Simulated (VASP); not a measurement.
A run of VASP 6.6.1 is set up as follows.

Contents of INCAR:

```
SYSTEM = Pt
PREC = Accurate
ENCUT = 600
EDIFF = 1E-6
ISMEAR = -1
SIGMA = 0.1
LREAL = .FALSE.
LASPH = .TRUE.
NELM = 60
ALGO = Normal
ISIF = 3
LWAVE = .FALSE.
LCHARG = .FALSE.
GGA = PS
IBRION = 2
NSW = 100
EDIFFG = -0.002
PSTRESS = 40.0
```

Contents of KPOINTS:

```
Automatic mesh
0
G
  24 24 24
  0 0 0
```

File POSCAR:

```
Pt
1.0
    0.0000000000      1.9598939868      1.9598939868
    1.9598939868      0.0000000000      1.9598939868
    1.9598939868      1.9598939868      0.0000000000
Pt
1
Direct
    0.0000000000      0.0000000000      0.0000000000
```

Potentials or basis: VASP PAW PBE potentials, release 64 (Pt).

Run with:

```console
$ cat potpaw_PBE.64/Pt/POTCAR > POTCAR
$ mpirun -np 1 vasp_std > vasp.out
```

Problem. Estimate the relaxed cell.

Solution. a = 2.758 Å, b = 2.758 Å, c = 2.758 Å, α = 60.00°, β = 60.00°, γ = 60.00°.

Problem. What does it give for the relaxed volume?

Solution. 14.84 Å³/atom.

Problem. What does it give for the space group after relaxing (to 0.1 Å)?

Solution. Fm-3m (No. 225).

Step by step:
```
step  energy change (eV)  largest force (eV/Å)  pressure (GPa)  volume (Å³)
   1              0.0000                0.0000           -0.32        15.06
   2              0.0489                0.0000           19.61        14.19
   3              0.0023                0.0000            3.92        14.84
   4              0.0025                0.0000            4.02        14.84
```

Caveat: the cell is relaxed towards a set pressure, so the run minimises the enthalpy, not the energy; the PAW data sets were made with another functional, which shifts forces and pressure a little.
